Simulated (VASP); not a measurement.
Input of a VASP 6.6.1 run:

The input INCAR:

```
SYSTEM = MgH2
PREC = Accurate
ENCUT = 520
EDIFF = 1E-6
ISMEAR = -1
SIGMA = 0.05
LREAL = .False.
LASPH = .True.
NELM = 60
ALGO = Normal
ISIF = 2
LWAVE = .False.
LCHARG = .False.
GGA = PS
NBANDS = 13
```

KPOINTS

```
regular mesh
0
Gamma
  6 6 6
  0 0 0
```

The input POSCAR:

```
MgH2
1.0
   -1.8986211293      1.8977491263      4.6703675131
    1.8991433093     -1.9000867183      4.6715425718
    1.8981250063      1.8995872808     -4.6713259084
Mg H
2 4
Direct
    0.7215522386      0.2459587405      0.4848743613
   -0.0287473651     -0.0040722042     -0.0154617650
    0.5095966324      0.0342667790      0.4846484528
    0.7598073900      0.7842324215     -0.0151693734
    0.1832100644      0.2076263832     -0.0152301900
    0.9329966028      0.4576552020      0.4845815232
```

Potentials or basis: VASP PAW PBE potentials, release 64 (Mg, H).

The run is started by

```bash
$ cat potpaw_PBE.64/Mg/POTCAR potpaw_PBE.64/H/POTCAR > POTCAR
$ mpirun -np 1 vasp_std > vasp.out
```

(1) Estimate the pressure.

(2) Predict the band gap on the k mesh.

## Answers

(1) -0.2 GPa.

(2) 3.31 eV (least direct gap 4.52 eV).

Caveat: the PAW data sets were made with another functional, which shifts forces and pressure a little.
